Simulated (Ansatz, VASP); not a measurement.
## One calculation of AlN, two programs

```
Al N
1.0
     0.00000    2.18878    2.18878
     2.18878    0.00000    2.18878
     2.18878    2.18878    0.00000
Al N
1 1
Cartesian
  0.0000 0.0000 0.0000
  3.2832 3.2832 3.2832
```

Alike in both runs: functional PBEsol; k mesh 8 × 8 × 8; no spin polarisation.

Ansatz relaxed the structure, and its values are those at the end. VASP's run is a single point on that final structure, the one shown.

|  | VASP | Ansatz |
| --- | --- | --- |
| version | VASP 6.6.1 | Ansatz 0.2.0 |
| potentials or method | VASP PAW PBE potentials, release 64 (Al, N), cutoff 520 eV | plane waves, PAW |
| occupations | gaussian, width 0.01 eV | fixed |
| valence electrons in the cell | 8 | 8 |

```tsv
	VASP	Ansatz	Ansatz less VASP
pressure (GPa)	0.0	0.0	+0.02
```

VASP's potentials were made for PBE, not for PBEsol.
